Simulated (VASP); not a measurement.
Input of a VASP 6.6.1 run:

The input INCAR:

```
PREC     = Accurate       # precision mode
ENCUT    = 520            # plane-wave cutoff, eV
EDIFF    = 1E-8           # SCF threshold, eV
ISMEAR   = -1             # smearing method
SIGMA    = 0.05           # smearing width, eV
LREAL    = False          # projectors in reciprocal space
LASPH    = True           # aspherical terms in the spheres
NELM     = 60             # most SCF steps
ALGO     = Normal         # electronic algorithm
ISIF     = 2              # what is computed and relaxed
LWAVE    = False          # write WAVECAR
LCHARG   = False          # write CHGCAR
GGA      = PS             # functional
LEFG     = True         
NBANDS   = 18             # bands
```

Contents of KPOINTS:

```
regular mesh
0
Gamma
  15 15 9
```

The input POSCAR:

```
Y
1.0
    3.6425693921      0.0000000000      0.0000000000
   -1.8212846960      3.1545576286      0.0000000000
    0.0000000000      0.0000000000      5.8791583500
Y
2
Direct
    0.3333333333      0.6666666667      0.2500000000
    0.6666666667      0.3333333333      0.7500000000
```

Potentials or basis: VASP PAW PBE potentials, release 64 (Y_sv).

The run is started by

```bash
$ cat potpaw_PBE.64/Y_sv/POTCAR > POTCAR
$ mpirun -np 1 vasp_std > vasp.out
```

Q: What does it give for the pressure?

A: -2.9 GPa.

Q: Estimate the band gap on the k mesh.

A: Zero (bands 11 and 12 overlap by 1.11 eV).

Stress tensor (GPa, compression positive):
```
-2.27  0.00  0.00
 0.00 -2.27  0.00
 0.00  0.00 -4.31
```

Caveat: without QUAD_EFG the Cq values of the log hold for a quadrupole moment of 1 mb, not for the nuclei; the PAW data sets were made with another functional, which shifts forces and pressure a little.
